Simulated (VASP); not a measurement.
The system is MgS.

```xyz
2
Lattice="0.0000 2.4621 2.6015 2.4621 0.0000 2.6015 2.4621 2.4621 0.0000" Properties=species:S:1:pos:R:3 pbc="T T T"
Mg    0.0000    0.0000    0.0000
S     2.4621    2.4621    2.6015
```

This cell differs from its parent crystal: biaxial xy strain -5.4%.

Base run:

- Program: VASP 6.6.1
- Functional: r2SCAN
- Potentials or basis: VASP PAW PBE potentials, release 64 (Mg, S)
- Cutoff: 520 eV
- k mesh: 8 × 8 × 8
- Occupations: gaussian, width 0.01 eV
- Spin: no spin polarisation

Its results: band gap on the k mesh 3.44 eV, indirect (least direct gap 5.41 eV); pressure 11.1 GPa.

Task: The run is repeated on the same cell with these changes: functional from r2SCAN to PBE; occupations from gaussian, width 0.01 eV to fermi-dirac, width 0.02 eV. What comes out?

Result: Band gap on the k mesh 2.79 eV, indirect (least direct gap 4.50 eV); pressure 12.3 GPa.

Caveats: the PAW data sets were made with another functional, which shifts forces and pressure a little (some runs).

A k mesh can miss the band edges.
